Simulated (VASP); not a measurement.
A run of VASP 6.6.1 is set up as follows.

The input INCAR:

```
PREC = Accurate
ENCUT = 600
EDIFF = 1E-7
ISMEAR = 0
SIGMA = 0.1
LREAL = False
LASPH = True
NELM = 100
ALGO = Normal
ISIF = 3
LWAVE = False
LCHARG = False
GGA = PE
IBRION = 2
NSW = 100
EDIFFG = -0.01
```

Contents of KPOINTS:

```
Automatic mesh
0
Gamma
  12 12 10
```

The input POSCAR:

```
LaAl2Cl
1.0
    4.8068870071      0.0000000000      0.0000000000
   -2.4034435036      4.1628862613      0.0000000000
    0.0000000000      0.0000000000      5.3928159165
La Al Cl
1 2 1
Direct
    0.0000000000      0.0000000000      0.0000000000
    0.3333333333      0.6666666667      0.5000000000
    0.6666666667      0.3333333333      0.5000000000
    0.0000000000      0.0000000000      0.5000000000
```

Potentials or basis: VASP PAW PBE potentials, release 64 (La, Al, Cl).

Launch:

```sh
$ cat potpaw_PBE.64/La/POTCAR potpaw_PBE.64/Al/POTCAR potpaw_PBE.64/Cl/POTCAR > POTCAR
$ mpirun -np 1 vasp_std > vasp.out
```

Q: Predict the relaxed volume.

A: 27.33 Å³/atom.

Q: Predict the relaxed cell.

A: a = 4.846 Å, b = 4.846 Å, c = 5.376 Å, α = 90.00°, β = 90.00°, γ = 120.00°.

Q: Predict the band gap on the k mesh.

A: Zero (bands 12 and 13 overlap by 1.50 eV).

Step by step:
| step | energy change (eV) | largest force (eV/Å) | pressure (GPa) | volume (Å³) |
| --- | --- | --- | --- | --- |
| 1 | 0.0000 | 0.0000 | 0.36 | 107.91 |
| 2 | -0.0044 | 0.0000 | 0.17 | 108.85 |
| 3 | -0.0045 | 0.0000 | 0.13 | 109.03 |
| 4 | -0.0046 | 0.0000 | -0.05 | 109.46 |
| 5 | -0.0047 | 0.0000 | 0.00 | 109.34 |

Caveat: spin-orbit coupling is left out, which moves the levels of the heavy elements.
